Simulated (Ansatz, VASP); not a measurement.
# GaB2As3: VASP beside Ansatz

```
Ga B As
1.0
     5.49977   -3.17529    0.00000
     5.49977    3.17529    0.00000
     0.00000    0.00000    6.04670
Ga B As
2 4 6
Cartesian
  5.4998 -2.1169 3.0233
  5.4998 2.1169 6.0466
  3.6665 1.0584 3.0233
  7.3330 1.0584 3.0233
  3.6665 -1.0584 6.0466
  7.3330 -1.0584 6.0466
  3.6665 1.0584 5.2849
  5.4998 -2.1169 5.2849
  7.3330 1.0584 5.2849
  3.6665 -1.0584 2.2616
  5.4998 2.1169 2.2616
  7.3330 -1.0584 2.2616
```

Alike in both runs: task relaxation of cell and atoms; functional PBE; k mesh 3 × 3 × 4; occupations gaussian, width 0.1 eV; no spin polarisation.

|  | VASP | Ansatz |
| --- | --- | --- |
| version | VASP 6.6.1 | Ansatz 0.2.0 |
| potentials or method | VASP PAW PBE potentials, release 64 (Ga_d, B, As), cutoff 600 eV | scalar-relativistic, plane waves, PAW |
| valence electrons in the cell | 68 | 128 |

Ansatz gave:

- gap on the k mesh at the Fermi level, each at its own relaxed structure (eV): 1.06
- relaxed volume (Å³/atom): 16.62
- relaxed cell length with the largest relative difference (Å): 6.234

Problem. What did VASP give for the same quantities?

Solution. gap on the k mesh at the Fermi level, each at its own relaxed structure (eV): 1.05; relaxed volume (Å³/atom): 16.66; relaxed cell length with the largest relative difference (Å): 6.242.

VASP's potentials hold 68 valence electrons a cell and Ansatz's 128, so a difference there can come from the potentials and not from the codes.
